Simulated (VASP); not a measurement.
**InP: single point with LDA**

Crystal: InP.

```
In P
1.0
     0.00000    2.89257    2.89257
     2.89257    0.00000    2.89257
     2.89257    2.89257    0.00000
In P
1 1
Direct
  0.00000 0.00000 0.00000
  0.50000 0.50000 0.50000
```

```json
{
 "Program": "VASP 6.6.1",
 "Task": "single point",
 "Functional": "LDA",
 "Potentials or basis": "VASP PAW LDA potentials, release 64 (In_d, P)",
 "Cutoff": "520 eV",
 "k mesh": "11 × 11 × 11",
 "Occupations": "fermi-dirac, width 0.05 eV",
 "Spin": "no spin polarisation"
}
```

```yaml
Pressure: -11.0 GPa
Band_gap_on_the_k_mesh: zero (bands 9 and 10 overlap by 2.21 eV)
```

Levels at points of the mesh, in eV from the Fermi level:
```tsv
k point	band 5	band 6	band 7	band 8	band 9	band 10	band 11	band 12	band 13	band 14
(0.00, 0.00, 0.00)	-13.98	-11.09	-0.57	-0.17	-0.17	-0.17	7.10	7.10	7.10	7.55
```

Run time: 54 s on 1 thread of Intel Xeon 8259CL, with other jobs on the host, peak memory 0.17 GiB.

Caveat: the cell stands under tension; spin-orbit coupling is left out, which moves the levels of the heavy elements.
